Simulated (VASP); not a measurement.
Input of a VASP 6.6.1 run:

Contents of POSCAR:

```
Hf
1.0
    0.0000000000      2.2396508764      2.2396508764
    2.2396508764      0.0000000000      2.2396508764
    2.2396508764      2.2396508764      0.0000000000
Hf
1
Direct
    0.0000000000      0.0000000000      0.0000000000
```

The input INCAR.step1:

```
PREC = Accurate
ENCUT = 550
ISMEAR = 0
SIGMA = 0.1
LREAL = False
LASPH = True
NELM = 120
NBANDS = 11
GGA = PE
ALGO = Normal
EDIFF = 1E-5
LWAVE = True
LCHARG = False
GGA_COMPAT = False
```

File INCAR.step2:

```
PREC = Accurate
ENCUT = 550
EDIFF = 1E-6
ISMEAR = 0
SIGMA = 0.1
LREAL = False
LASPH = True
NELM = 120
ALGO = Normal
ISIF = 2
LWAVE = False
LCHARG = True
METAGGA = R2SCAN
LMIXTAU = True
LELF = True
LVHAR = True
NBANDS = 11
ISTART = 1
GGA_COMPAT = False
```

File KPOINTS:

```
Automatic mesh
0
Gamma
  16 16 16
```

Potentials or basis: VASP PAW PBE potentials, release 64 (Hf_pv).

The run is started by

```bash
$ cat potpaw_PBE.64/Hf_pv/POTCAR > POTCAR
$ cp INCAR.step1 INCAR
$ mpirun -np 1 vasp_std > vasp.out
$ cp INCAR.step2 INCAR
$ mpirun -np 1 vasp_std > vasp.out
```

Question: What does it give for the band gap on the k mesh?

Answer: Zero (bands 5 and 6 overlap by 2.03 eV).

Question: Predict the pressure.

Answer: -0.5 GPa.

Caveat: the PAW data sets were made with another functional, which shifts forces and pressure a little; spin-orbit coupling is left out, which moves the levels of the heavy elements.
